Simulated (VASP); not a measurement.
Runs of VASP 6.6.1 on Mo. The structure is that of space group Fm-3m (No. 225), or close to it. The cells are those of the table. This isn't the form of Mo at room conditions, which is bcc.

```csv
cell,k mesh,gap on the mesh (eV),pressure (GPa)
"a = 2.941 Å, angles 60.0°, 1 atom",18 × 18 × 18,none,-21.5
"a = 2.744, b = 2.859 Å, angles 61.3, 60.0, 61.3°, 1 atom",18 × 16 × 18,none,(b)
"a = 2.846, b = 2.855, c = 2.835 Å, angles 59.4, 60.2, 59.3°, 1 atom",16 × 16 × 16,none,(a)
"a = 2.973 Å, angles 60.0°, 1 atom",18 × 18 × 18,none,-25.8
"a = 2.985 Å, angles 60.0°, 1 atom",18 × 18 × 18,none,-27.1
```

Alike in all rows: task single point; level PBE; potentials or basis VASP PAW PBE potentials, release 64 (Mo_sv); no spin polarisation; cutoff (eV) 520; smearing gaussian 0.1 eV.

Question: Fill in the values left out.

Answer: (a) -1.4; (b) 9.6.

Caveats: the cell stands under tension (at least some runs); the cell stands under pressure (at least some runs).

A k mesh can miss the band edges, and the runs leave out spin-orbit coupling on Mo.

A gap of «none» marks levels without a gap at the run's occupations.
